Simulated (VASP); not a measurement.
# Ir (Fm-3m) in VASP: further runs

The runs below take Ir through relaxation of cell and atoms, single point, with LDA.

Program: VASP 6.6.1. These are calculated values, not measurements. Logs are shortened: lines on timing, memory, paths and dates and some standing lists are left out, and cuts for length are marked.

## Step 1: The cell of the first run

Symmetry: Fm-3m, No. 225, cubic system. The conventional cell has a = 3.839 Å, b = 3.839 Å, c = 3.839 Å, α = 90.00°, β = 90.00°, γ = 90.00°. Ir (site symmetry m-3m) has 12 Ir at 2.71 Å within 3.6 Å.

## Step 2: Relaxation of cell and atoms, LDA

File INCAR:

```
SYSTEM = Ir
ALGO = Normal
EDIFF = 1E-7
EDIFFG = -0.005
ENCUT = 560
GGA = CA
GGA_COMPAT = .False.
IBRION = 2
ISIF = 3
ISMEAR = -1
LASPH = .True.
LCHARG = .False.
LREAL = .False.
LWAVE = .False.
NELM = 120
NELMIN = 4
NSW = 60
PREC = Accurate
SIGMA = 0.1
```

File KPOINTS:

```
k-points
0
Gamma
  19 19 19
  0 0 0
```

File POSCAR:

```
Ir
1.0
    0.0000000000      1.9197388244      1.9197388244
    1.9197388244      0.0000000000      1.9197388244
    1.9197388244      1.9197388244      0.0000000000
Ir
1
Direct
    0.0000000000      0.0000000000      0.0000000000
```

Potentials or basis: VASP PAW LDA potentials, release 64 (Ir_sv_GW).

On the command line:

```sh
$ cat potpaw_LDA.64/Ir_sv_GW/POTCAR > POTCAR
$ mpirun -np 1 vasp_std > vasp.out
```

OUTCAR:

```text
SYSTEM = Ir
   EDIFF = 1E-7
   EDIFFG = -0.005
   ENCUT = 560
   GGA = CA
   IBRION = 2
   ISIF = 3
   ISMEAR = -1
   LASPH = .True.
   LREAL = .False.
   NELM = 120
   NELMIN = 4
   NSW = 60
   PREC = Accurate

 ion  position               nearest neighbor table
   1  0.000  0.000  0.000-

  LATTYP: Found a face centered cubic cell.
 ALAT       =     3.8394776488

  Lattice vectors:

 A1 = (   0.0000000000,   1.9197388244,   1.9197388244)
 A2 = (   1.9197388244,   0.0000000000,   1.9197388244)
 A3 = (   1.9197388244,   1.9197388244,   0.0000000000)

Analysis of symmetry for initial positions (statically):
=====================================================================
 Subroutine PRICEL returns:
 Original cell was already a primitive cell.

 Routine SETGRP: Setting up the symmetry group for a
 face centered cubic supercell.

 Subroutine GETGRP returns: Found 48 space group operations
 (whereof 48 operations were pure point group operations)
 out of a pool of 48 trial point group operations.

The static configuration has the point symmetry O_h .

Analysis of symmetry for dynamics (positions and initial velocities):
=====================================================================
 Subroutine PRICEL returns:
 Original cell was already a primitive cell.

 Routine SETGRP: Setting up the symmetry group for a
 face centered cubic supercell.

 Subroutine GETGRP returns: Found 48 space group operations
 (whereof 48 operations were pure point group operations)
 out of a pool of 48 trial point group operations.

The dynamic configuration has the point symmetry O_h .

 Subroutine INISYM returns: Found 48 space group operations
 (whereof 48 operations are pure point group operations),
 and found     1 'primitive' translations

----------------------------------------------------------------------------------------

                                     Primitive cell

  volume of cell :      14.1500

  direct lattice vectors                    reciprocal lattice vectors
     0.000000000  1.919738824  1.919738824    -0.260452096  0.260452096  0.260452096
     1.919738824  0.000000000  1.919738824     0.260452096 -0.260452096  0.260452096
     1.919738824  1.919738824  0.000000000     0.260452096  0.260452096 -0.260452096

  length of vectors
     2.714920682  2.714920682  2.714920682     0.451116263  0.451116263  0.451116263

  position of ions in fractional coordinates (direct lattice)
     0.000000000  0.000000000  0.000000000

  ion indices of the primitive-cell ions
   primitive index   ion index
                 1           1

----------------------------------------------------------------------------------------

 KPOINTS: k-points

Automatic generation of k-mesh.
 Grid dimensions read from file:
 generate k-points for:   19   19   19

 Generating k-lattice:

  Cartesian coordinates                     Fractional coordinates (reciprocal lattice)
    -0.013708005  0.013708005  0.013708005     0.052631579  0.000000000  0.000000000
     0.013708005 -0.013708005  0.013708005     0.000000000  0.052631579  0.000000000
     0.013708005  0.013708005 -0.013708005     0.000000000  0.000000000  0.052631579

  Length of vectors
     0.023742961  0.023742961  0.023742961

  Shift w.r.t. Gamma in fractional coordinates (k-lattice)
     0.000000000  0.000000000  0.000000000

 Subroutine IBZKPT returns following result:
 ===========================================

 Found    220 irreducible k-points:

 Following reciprocal coordinates:
            Coordinates               Weight
  0.000000  0.000000  0.000000      1.000000
  0.052632  0.000000  0.000000      8.000000
  0.105263  0.000000  0.000000      8.000000
  0.157895  0.000000  0.000000      8.000000
  0.210526  0.000000  0.000000      8.000000
  0.263158  0.000000  0.000000      8.000000
[... 16 lines left out ...]
 -0.315789  0.052632  0.000000     24.000000
 -0.263158  0.052632  0.000000     24.000000
 [... further k-points ...]
   k-points           NKPTS =    220   k-points in BZ     NKDIM =    220   number of bands    NBANDS=     12
   number of dos      NEDOS =    301   number of ions     NIONS =      1
   total plane-waves  NPLWV =  13824
   dimension x,y,z NGX =    24 NGY =   24 NGZ =   24
   dimension x,y,z NGXF=    48 NGYF=   48 NGZF=   48
   ions per type =               1
   NGX,Y,Z   is equivalent  to a cutoff of  14.70, 14.70, 14.70 a.u.
   NGXF,Y,Z  is equivalent  to a cutoff of  29.39, 29.39, 29.39 a.u.
 SYSTEM =  Ir
   PREC   = accura    normal or accurate (medium, high low for compatibility)
   ISTART =      0    job   : 0-new  1-cont  2-samecut
   ICHARG =      2    charge: 1-file 2-atom 10-const
   ISPIN  =      1    spin polarized calculation?
   LNONCOLLINEAR =      F non collinear calculations
   LSORBIT =      F    spin-orbit coupling
   LASPH  =      T    aspherical Exc in radial PAW
   ENCUT  =  560.0 eV  41.16 Ry    6.42 a.u.   5.24  5.24  5.24*2*pi/ulx,y,z
   NELM   =    120;   NELMIN=  4; NELMDL= -5     # of ELM steps
   EDIFF  = 0.1E-06   stopping-criterion for ELM
   LREAL  =      F    real-space projection
   EDIFFG = -.5E-02   stopping-criterion for IOM
   NSW    =     60    number of steps for IOM
   IBRION =      2    ionic relax: 0-MD 1-quasi-New 2-CG
   NFREE  =      1    steps in history (QN), initial steepest desc. (CG)
   ISIF   =      3    stress and relaxation
   ISYM   =      2    0-nonsym 1-usesym 2-fastsym
   POTIM  = 0.5000    time-step for ionic-motion
   TEBEG  =    0.0;   TEEND  =   0.0 temperature during run
   PSTRESS=    0.0 pullay stress
   NELECT =      17.0000    total number of electrons
   NUPDOWN=      -1.0000    fix difference up-down
   EMIN   =  10.00;   EMAX   =-10.00  energy-range for DOS
   EFERMI =   0.00;   METHOD = LEGACY
   ISMEAR =    -1;   SIGMA  =   0.10  broadening in eV -4-tet -1-fermi 0-gaus
   EFERMI_NEDOS =   21; number of points for ismear=-14 and -15
   IALGO  =     38    algorithm
   IMIX   =      4    mixing-type and parameters
     AMIX     =   0.40;   BMIX     =  1.00
     AMIX_MAG =   1.60;   BMIX_MAG =  1.00
  volume/ion in A,a.u.               =      14.15        95.49
  Fermi-wavevector in a.u.,A,eV,Ry     =   1.740360  3.288803 41.210027  3.028852
  Thomas-Fermi vector in A             =   2.813024
   LORBIT       =      0    0 simple, 1 ext, 2 COOP (PROOUT), +10 PAW based schemes
   GGA     = CA    functional components
   LHFCALC =     F    Hartree Fock is set to
   AEXX    =    0.0000 exact exchange contribution
   IVDW    =     0    specifies the selected vdW correction
   LEPSILON=     F    determine dielectric tensor
   LRPA    =     F    only Hartree local field effects (RPA)
 conjugate gradient relaxation of ions
 non-spin polarized calculation
  energy-cutoff  :      560.00
  volume of cell :       14.15
 maximum number of plane-waves:       444
 NGX is ok and might be reduce to    24

--------------------------------------- Ionic step        1  -------------------------------------------

 number of electron      17.0000000 magnetization

 Free energy of the ion-electron system (eV)
  ---------------------------------------------------
  ext. energy  EPLUGINS =         0.00000000
  ---------------------------------------------------
  free energy    TOTEN  =       -10.91137944 eV

  energy without entropy =      -10.87665943  energy(sigma->0) =      -10.89401943

------------------------ aborting loop because EDIFF is reached ----------------------------------------

  FORCE on cell =-STRESS in cart. coord.  units (eV):
  Direction    XX          YY          ZZ          XY          YZ          ZX
  --------------------------------------------------------------------------------------
  -------------------------------------------------------------------------------------
  Total       -0.7564191     -0.7564191     -0.7564191     -0.0000000     -0.0000000      0.0000000
  in kB      -85.6478774    -85.6478774    -85.6478774     -0.0000000     -0.0000000      0.0000000
  external PRESSURE =     -85.6478774 kB  Pullay stress =       0.0000000 kB
[... 90 lines left out ...]
  energy  without entropy=      -10.8859586556  energy(sigma->0) =      -10.90282632

--------------------------------------- Ionic step        4  -------------------------------------------

 number of electron      17.0000000 magnetization

 Free energy of the ion-electron system (eV)
  ---------------------------------------------------
  ext. energy  EPLUGINS =         0.00000000
  ---------------------------------------------------
  free energy    TOTEN  =       -10.91970880 eV

  energy without entropy =      -10.88601021  energy(sigma->0) =      -10.90285951

 E-fermi :  13.0624     XC(G=0): -14.9213

 val. band max:       13.0472447150   @ k =   0.4211   0.1579   0.0526
 cond. band min:      13.0629562805   @ k =  -0.1579   0.1579   0.0526
 fundamental gap:      0.0157115654
 Fermi energy:        13.0623613443

 k-point     1 :       0.0000    0.0000    0.0000
  band No.  band energies     occupation
      1     -79.5218      2.00000
      2     -36.1608      2.00000
      3     -36.1608      2.00000
      4     -36.1608      2.00000
      5       1.7641      2.00000
      6       9.0455      2.00000
      7       9.0455      2.00000
      8       9.0455      2.00000
      9      11.8608      1.99999
     10      11.8608      1.99999
     11      26.6627      0.00000
     12      32.2569      0.00000
[... 331 lines left out ...]
 k-point    24 :      -0.2632    0.0526    0.0000
  band No.  band energies     occupation
      1     -79.4768      2.00000
      2     -36.6839      2.00000
      3     -36.2608      2.00000
      4     -36.2250      2.00000
      5       4.4345      2.00000
      6       8.6119      2.00000
      7       9.4242      2.00000
      8       9.5175      2.00000
      9      11.8987      1.99998
     10      12.7959      1.86980
     11      25.9749      0.00000
     12      29.3616      0.00000

 [... further k-points ...]

------------------------ aborting loop because EDIFF is reached ----------------------------------------

  FORCE on cell =-STRESS in cart. coord.  units (eV):
  Direction    XX          YY          ZZ          XY          YZ          ZX
  --------------------------------------------------------------------------------------
  -------------------------------------------------------------------------------------
  Total       -0.0041867     -0.0041867     -0.0041867     -0.0000000     -0.0000000     -0.0000000
  in kB       -0.4844303     -0.4844303     -0.4844303     -0.0000000     -0.0000000     -0.0000000
  external PRESSURE =      -0.4844303 kB  Pullay stress =       0.0000000 kB
[... 16 lines left out ...]
  FREE ENERGIE OF THE ION-ELECTRON SYSTEM (eV)
  ---------------------------------------------------
  free  energy   TOTEN  =       -10.9197088009 eV

  energy  without entropy=      -10.8860102142  energy(sigma->0) =      -10.90285951

 reached required accuracy - stopping structural energy minimisation
```

Run time: 61 s. Hardware: 1 thread of Intel Xeon Platinum 8488C (Sapphire Rapids), shared host; peak memory 0.19 GiB.

What came out:

```yaml
Free_energy: -10.9197 eV
Relaxed_volume: 13.85 Å³/atom
Relaxed_cell: a = 2.695 Å, b = 2.695 Å, c = 2.695 Å, α = 60.00°, β = 60.00°, γ = 60.00°
Space_group_after_relaxing_to_0.1_Å: Fm-3m (No. 225)
Energy_gained_by_relaxing: 8.3 meV/atom
Ionic_steps: 4
Pressure_after_relaxing: 0.0 GPa
Band_gap_on_the_k_mesh: zero (an odd number of electrons rules out a gap without spin polarisation)
```

Step by step:
| step | energy change (eV) | largest force (eV/Å) | pressure (GPa) | volume (Å³) |
| --- | --- | --- | --- | --- |
| 1 | 0.0000 | 0.0000 | -8.56 | 14.15 |
| 2 | 0.1494 | 0.0000 | 46.39 | 12.66 |
| 3 | -0.0083 | 0.0000 | -0.38 | 13.86 |
| 4 | -0.0083 | 0.0000 | -0.05 | 13.85 |

Final structure:
```
Ir
1.0
     0.00000    1.90593    1.90593
     1.90593    0.00000    1.90593
     1.90593    1.90593    0.00000
Ir
1
Direct
  0.00000 0.00000 0.00000
```

Levels at points of the mesh, in eV from the Fermi level:
| k point | band 6 | band 7 | band 8 | band 9 | band 10 | band 11 |
| --- | --- | --- | --- | --- | --- | --- |
| (0.00, 0.00, 0.00) | -4.02 | -4.02 | -4.02 | -1.20 | -1.20 | 13.60 |

Caveat: spin-orbit coupling is left out, which moves the levels of the heavy elements.

## Step 3: Single point, LDA

This run uses another cell than the first one: it holds 2 atoms, not 1.

File INCAR:

```
SYSTEM = Ir
PREC = Accurate
ENCUT = 560
EDIFF = 1E-6
ISMEAR = -1
SIGMA = 0.1
LREAL = .FALSE.
LASPH = .TRUE.
NELM = 120
ALGO = Normal
ISIF = 2
LWAVE = .FALSE.
LCHARG = .TRUE.
LELF = .TRUE.
LVHAR = .TRUE.
NBANDS = 24
GGA_COMPAT = .FALSE.
```

File KPOINTS:

```
Automatic mesh
0
G
  15 11 15
  0 0 0
```

File POSCAR:

```
Ir
1.0
   -1.9060896685      1.9060896685      0.0000000000
    0.0000000000      0.0000000000      3.8121793371
    1.9060896685      1.9060896685      0.0000000000
Ir
2
Direct
    0.0000000000      0.0000000000      0.0000000000
    0.5000000000      0.5000000000      0.5000000000
```

Potentials or basis: VASP PAW LDA potentials, release 64 (Ir_sv_GW).

On the command line:

```sh
$ cat potpaw_LDA.64/Ir_sv_GW/POTCAR > POTCAR
$ mpirun -np 1 vasp_std > vasp.out
```

OUTCAR:

```text
SYSTEM = Ir
   PREC = Accurate
   ENCUT = 560
   EDIFF = 1E-6
   ISMEAR = -1
   LREAL = .FALSE.
   LASPH = .TRUE.
   NELM = 120
   ISIF = 2

 ion  position               nearest neighbor table
   1  0.000  0.000  0.000-   2 2.70   2 2.70   2 2.70   2 2.70   2 2.70   2 2.70   2 2.70   2 2.70

   2  0.500  0.500  0.500-   1 2.70   1 2.70   1 2.70   1 2.70   1 2.70   1 2.70   1 2.70   1 2.70

  LATTYP: Found a simple tetragonal cell.
 ALAT       =     2.6956178603
 C/A-ratio  =     1.4142135624

  Lattice vectors:

 A1 = (   1.9060896685,  -1.9060896685,   0.0000000000)
 A2 = (   1.9060896685,   1.9060896685,   0.0000000000)
 A3 = (   0.0000000000,   0.0000000000,   3.8121793371)

Analysis of symmetry for initial positions (statically):
=====================================================================
 Subroutine PRICEL returns following result:

  LATTYP: Found a face centered cubic cell.
 ALAT       =     3.8121793371

  Lattice vectors:

 A1 = (   1.9060896685,   0.0000000000,   1.9060896686)
 A2 = (   1.9060896685,   1.9060896685,   0.0000000000)
[... 176 lines left out ...]
  ---------------------------------------------------
  free energy    TOTEN  =       -21.84356553 eV

  energy without entropy =      -21.78671397  energy(sigma->0) =      -21.81513975

 E-fermi :  13.0675     XC(G=0): -14.9202

 val. band max:       13.0669590794   @ k =   0.1333   0.3636   0.1333
 cond. band min:      13.0677704608   @ k =   0.4000   0.0909   0.4000
 fundamental gap:      0.0008113813
 Fermi energy:        13.0675273098

 k-point     1 :       0.0000    0.0000    0.0000
  band No.  band energies     occupation
      1     -79.5296      2.00000
      2     -79.4326      2.00000
      3     -36.9838      2.00000
      4     -36.4908      2.00000
      5     -36.4908      2.00000
      6     -36.1704      2.00000
[... 637 lines left out ...]
     23      28.3749      0.00000
     24      28.5270      0.00000

 [... further k-points ...]

------------------------ aborting loop because EDIFF is reached ----------------------------------------

  FORCE on cell =-STRESS in cart. coord.  units (eV):
  Direction    XX          YY          ZZ          XY          YZ          ZX
  --------------------------------------------------------------------------------------
  -------------------------------------------------------------------------------------
  Total       -0.1003295     -0.1003295     -0.0799895      0.0000000     -0.0000000      0.0000000
  in kB       -5.8029563     -5.8029563     -4.6265084      0.0000000     -0.0000000      0.0000000
  external PRESSURE =      -5.4108070 kB  Pullay stress =       0.0000000 kB

 VOLUME and BASIS-vectors are now :
 -----------------------------------------------------------------------------
  energy-cutoff  :      560.00
  volume of cell :       27.70
      direct lattice vectors                 reciprocal lattice vectors
    -1.906089668  1.906089668  0.000000000    -0.262317145  0.262317145  0.000000000
     0.000000000  0.000000000  3.812179337     0.000000000  0.000000000  0.262317145
     1.906089668  1.906089668  0.000000000     0.262317145  0.262317145  0.000000000

 POSITION                                       TOTAL-FORCE (eV/Angst)
 -----------------------------------------------------------------------------------
      0.00000      0.00000      0.00000         0.000000     -0.000000     -0.000000
      0.00000      1.90609      1.90609        -0.000000      0.000000      0.000000
 -----------------------------------------------------------------------------------
    total drift:                               -0.000000     -0.000000      0.000000

  FREE ENERGIE OF THE ION-ELECTRON SYSTEM (eV)
  ---------------------------------------------------
  free  energy   TOTEN  =       -21.8435655300 eV

  energy  without entropy=      -21.7867139748  energy(sigma->0) =      -21.81513975
```

Run time: 43 s. Hardware: 1 thread of Intel Xeon 6975P-C (Granite Rapids), shared host; peak memory 0.24 GiB.

Results:

| Property | Result |
| --- | --- |
| Free energy | -21.8436 eV |
| Pressure | -0.5 GPa |
| Band gap on the k mesh | zero (bands 17 and 18 overlap by 3.02 eV) |

Caveat: spin-orbit coupling is left out, which moves the levels of the heavy elements.
